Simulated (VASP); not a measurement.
# Si2Ni (Fm-3m) in VASP: further runs, part 3 of 3

VASP 6.6.1. The steps go on from the part before.

## Step 6: Relaxation of cell and atoms, PBEsol+D3(BJ), collinear spin, ferromagnetic start

This run uses another cell than the first one, of 13.17 Å³/atom, 0.943 times its volume.

The input, INCAR:

```
SYSTEM = Si2Ni
PREC     = Accurate       ! precision mode
ENCUT    = 600            ! plane-wave cutoff, eV
EDIFF    = 1E-6           ! SCF threshold, eV
ISMEAR   = -1             ! smearing method
SIGMA    = 0.05           ! smearing width, eV
LREAL    = .False.        ! projectors in reciprocal space
LASPH    = .True.         ! aspherical terms in the spheres
NELM     = 150            ! most SCF steps
ALGO     = Normal         ! electronic algorithm
ISIF     = 3              ! what is computed and relaxed
LWAVE    = .False.        ! write WAVECAR
LCHARG   = .False.        ! write CHGCAR
ISPIN    = 2              ! spin polarisation
MAGMOM   = 1 0 0          ! initial moments
LORBIT   = 11             ! projections on sites
LMAXMIX  = 4              ! l up to which the mixer works
GGA      = PS             ! functional
IVDW     = 12             ! dispersion correction
IBRION   = 2              ! ionic algorithm
NSW      = 80             ! ionic steps
EDIFFG   = -0.01          ! ionic threshold
```

The input, KPOINTS:

```
regular mesh
0
Gamma
  9 9 9
  0 0 0
```

The input, POSCAR:

```
Si2Ni
1.0
    0.0000000000      2.7030000000      2.7030000000
    2.7030000000      0.0000000000      2.7030000000
    2.7030000000      2.7030000000      0.0000000000
Ni Si
1 2
Direct
    0.0000000000      0.0000000000      0.0000000000
    0.7500000000      0.7500000000      0.7500000000
    0.2500000000      0.2500000000      0.2500000000
```

Potentials or basis: VASP PAW PBE potentials, release 64 (Ni, Si).

Command:

```bash
> cat potpaw_PBE.64/Ni/POTCAR potpaw_PBE.64/Si/POTCAR > POTCAR
> mpirun -np 1 vasp_std > vasp.out
```

OUTCAR:

```text
SYSTEM = Si2Ni
   PREC = Accurate
   ENCUT = 600
   EDIFF = 1E-6
   ISMEAR = -1
   LREAL = .False.
   LASPH = .True.
   NELM = 150
   ISIF = 3
   ISPIN = 2
   LORBIT = 11
   GGA = PS
   IVDW = 12
   IBRION = 2
   NSW = 80
   EDIFFG = -0.01
 IVDW          = 12

 ion  position               nearest neighbor table
   1  0.000  0.000  0.000-   2 2.34   2 2.34   3 2.34   3 2.34   2 2.34   2 2.34   3 2.34   3 2.34

   2  0.750  0.750  0.750-   1 2.34   1 2.34   1 2.34   1 2.34   3 2.70   3 2.70   3 2.70   3 2.70
                             3 2.70   3 2.70
   3  0.250  0.250  0.250-   1 2.34   1 2.34   1 2.34   1 2.34   2 2.70   2 2.70   2 2.70   2 2.70
                             2 2.70   2 2.70

  LATTYP: Found a face centered cubic cell.
 ALAT       =     5.4060000000

  Lattice vectors:

 A1 = (   0.0000000000,   2.7030000000,   2.7030000000)
 A2 = (   2.7030000000,   0.0000000000,   2.7030000000)
 A3 = (   2.7030000000,   2.7030000000,   0.0000000000)

Analysis of symmetry for initial positions (statically):
=====================================================================
 Subroutine PRICEL returns:
 Original cell was already a primitive cell.

 Routine SETGRP: Setting up the symmetry group for a
 face centered cubic supercell.

 Subroutine GETGRP returns: Found 48 space group operations
 (whereof 48 operations were pure point group operations)
 out of a pool of 48 trial point group operations.

The static configuration has the point symmetry O_h .

Analysis of symmetry for dynamics (positions and initial velocities):
=====================================================================
 Subroutine PRICEL returns:
 Original cell was already a primitive cell.

 Routine SETGRP: Setting up the symmetry group for a
 face centered cubic supercell.

 Subroutine GETGRP returns: Found 48 space group operations
 (whereof 48 operations were pure point group operations)
 out of a pool of 48 trial point group operations.

The dynamic configuration has the point symmetry O_h .

Analysis of structural, dynamic, and magnetic symmetry:
=====================================================================
 Subroutine PRICEL returns:
 Original cell was already a primitive cell.

 Routine SETGRP: Setting up the symmetry group for a
 face centered cubic supercell.

[... 149 lines left out ...]

 Free energy of the ion-electron system (eV)
  ---------------------------------------------------
  ext. energy  EPLUGINS =         0.00000000
  ---------------------------------------------------
  free energy    TOTEN  =       -18.98400105 eV

  energy without entropy =      -18.97631005  energy(sigma->0) =      -18.98015555

------------------------ aborting loop because EDIFF is reached ----------------------------------------

 Edisp (eV)   -1.16521

 E8    (eV) :    -0.7457
[... 77 lines left out ...]
 number of electron      18.0000006 magnetization      -0.0000002

 number of electron      18.0000006 magnetization       0.0000007

 Free energy of the ion-electron system (eV)
  ---------------------------------------------------
  ext. energy  EPLUGINS =         0.00000000
  ---------------------------------------------------
  free energy    TOTEN  =       -18.96585778 eV

  energy without entropy =      -18.95663399  energy(sigma->0) =      -18.96124589

 E-fermi :  10.9427     XC(G=0): -11.8642

 val. band max:       10.9380206229   @ k =   0.3333   0.2222   0.0000
 cond. band min:      10.9450114075   @ k =   0.2222   0.0000   0.0000
 fundamental gap:      0.0069907846
 Fermi energy:        10.9427183857

 spin component 1

 k-point     1 :       0.0000    0.0000    0.0000
  band No.  band energies     occupation
      1      -3.2977      1.00000
      2       5.4469      1.00000
      3       5.4469      1.00000
      4       5.4469      1.00000
      5       7.1788      1.00000
      6       7.1788      1.00000
      7      10.9261      0.58242
      8      12.6682      0.00000
      9      12.6682      0.00000
     10      12.6682      0.00000
     11      13.0942      0.00000
     12      13.0942      0.00000
     13      13.0942      0.00000
     14      15.6964      0.00000
[... 379 lines left out ...]
      3       3.4665      1.00000
      4       6.1153      1.00000
      5       6.1153      1.00000
      6       7.2411      1.00000
      7       7.2411      1.00000
      8       7.3268      1.00000
      9       7.5973      1.00000
     10      10.5369      0.99970
     11      12.1958      0.00000
     12      18.6161      0.00000
     13      19.1894      0.00000
     14      19.1894      0.00000

 [... further k-points ...]

 spin component 2

 k-point     1 :       0.0000    0.0000    0.0000
  band No.  band energies     occupation
      1      -3.2977      1.00000
      2       5.4469      1.00000
      3       5.4469      1.00000
      4       5.4469      1.00000
      5       7.1788      1.00000
      6       7.1788      1.00000
      7      10.9261      0.58242
      8      12.6682      0.00000
      9      12.6682      0.00000
     10      12.6682      0.00000
     11      13.0942      0.00000
     12      13.0942      0.00000
     13      13.0942      0.00000
     14      15.6964      0.00000
[... 425 lines left out ...]
  FREE ENERGIE OF THE ION-ELECTRON SYSTEM (eV)
  ---------------------------------------------------
  free  energy   TOTEN  =       -20.1733731915 eV

  energy  without entropy=      -20.1641494026  energy(sigma->0) =      -20.16876130

 reached required accuracy - stopping structural energy minimisation

 total charge

# of ion       s       p       d       tot
------------------------------------------
    1        0.585   0.858   8.480   9.924
    2        0.738   0.866   0.000   1.604
    3        0.738   0.866   0.000   1.604
--------------------------------------------------
tot          2.062   2.591   8.480  13.133

 magnetization (x)

# of ion       s       p       d       tot
------------------------------------------
    1       -0.000  -0.000  -0.000  -0.000
    2        0.000   0.000   0.000   0.000
    3        0.000   0.000   0.000   0.000
--------------------------------------------------
tot         -0.000   0.000  -0.000  -0.000
```

OSZICAR:

```text
N       E                     dE             d eps       ncg     rms          rms(c)
DAV:   1     0.725762475583E+02    0.72576E+02   -0.83831E+03  1968   0.143E+03
DAV:   2    -0.167166311180E+02   -0.89293E+02   -0.82892E+02  2050   0.250E+02
[... 27 lines left out ...]
DAV:   3    -0.189752347335E+02    0.58962E+00   -0.19074E+00  2300   0.347E+01    0.103E+00
DAV:   4    -0.189670308636E+02    0.82039E-02   -0.42710E-02  2390   0.334E+00    0.339E-01
DAV:   5    -0.189659530590E+02    0.10778E-02   -0.19722E-03  3072   0.545E-01    0.116E-01
DAV:   6    -0.189658561680E+02    0.96891E-04   -0.95853E-05  2890   0.186E-01    0.373E-02
DAV:   7    -0.189658575654E+02   -0.13974E-05   -0.16672E-05  3036   0.574E-02    0.979E-03
DAV:   8    -0.189658577805E+02   -0.21511E-06   -0.71910E-07  1298   0.116E-02
   3 F= -.20173373E+02 E0= -.20168761E+02  d E =-.241607E-01  mag=     0.0000
```

It took 2.1 min on 1 thread of Intel Xeon 6975P-C, shared host; peak memory 0.24 GiB.

What came out:

* Free energy: -20.1734 eV
* Relaxed volume: 12.70 Å³/atom
* Relaxed cell: a = 3.777 Å, b = 3.777 Å, c = 3.777 Å, α = 60.00°, β = 60.00°, γ = 60.00°
* Space group after relaxing (to 0.05 Å): Fm-3m (No. 225)
* Energy gained by relaxing: 8.1 meV/atom
* Ionic steps: 3
* Pressure after relaxing: 0.0 GPa
* Band gap on the k mesh: zero (filled and empty bands overlap)
* Net moment: 0.00 μB per cell
* Valence electrons inside the program's atomic spheres: Ni 9.92; Si 1.60
* Dispersion energy per atom: -0.403 eV

Step by step:
```csv
step,energy change (eV),largest force (eV/Å),pressure (GPa),volume (Å³)
1,0.0000,0.0000,-5.30,39.50
2,-0.0089,0.0000,5.01,37.06
3,-0.0242,0.0000,0.03,38.10
```

Final structure:
```xyz
3
Lattice="0.0000 2.6706 2.6706 2.6706 0.0000 2.6706 2.6706 2.6706 0.0000" Properties=species:S:1:pos:R:3 pbc="T T T"
Ni    0.0000    0.0000    0.0000
Si    4.0059    4.0059    4.0059
Si    1.3353    1.3353    1.3353
```

Caveat: the PAW data sets were made with another functional, which shifts forces and pressure a little; pairwise dispersion overbinds metals, which lowers pressure and volume.

## Step 7: The runs side by side

| task | level | potentials or basis | cell | cutoff (eV) | smearing | gap on the mesh (eV) | pressure (GPa) | moment (μB) |
| --- | --- | --- | --- | --- | --- | --- | --- | --- |
| single point | LDA | VASP PAW LDA potentials, release 64 (Ni, Si) | a = 3.898 Å, angles 60.0°, 3 atoms | 520 | fermi-dirac 0.05 eV | none | -11.6 | 0.00 |
| single point | PBEsol+D3(BJ) | VASP PAW PBE potentials, release 64 (Ni, Si) | a = 3.776 Å, angles 60.0°, 3 atoms | 520 | fermi-dirac 0.05 eV | none | 0.1 | 0.00 |
| single point | PBEsol+D4 | VASP PAW PBE potentials, release 64 (Ni, Si) | a = 3.791 Å, angles 60.0°, 3 atoms | 520 | fermi-dirac 0.05 eV | none | 0.1 | 0.00 |
| single point | PBE | VASP PAW PBE potentials, release 64 (Ni, Si) | a = 3.823 Å, angles 60.0°, 3 atoms | 520 | gaussian 0.026 eV | none | 3.8 | 0.00 |
| relaxation of cell and atoms | PBEsol+D3(BJ) | VASP PAW PBE potentials, release 64 (Ni, Si) | relaxed from a = 3.823 Å, angles 60.0°, 3 atoms | 600 | fermi-dirac 0.05 eV | none | 0.0 | 0.00 |

Alike in all rows: spin collinear, ferromagnetic start; k mesh 9 × 9 × 9.

Caveats: the PAW data sets were made with another functional, which shifts forces and pressure a little (some runs); pairwise dispersion overbinds metals, which lowers pressure and volume (some runs).

Total energies depend on the potentials used, so only differences within one code and one set of settings carry meaning.
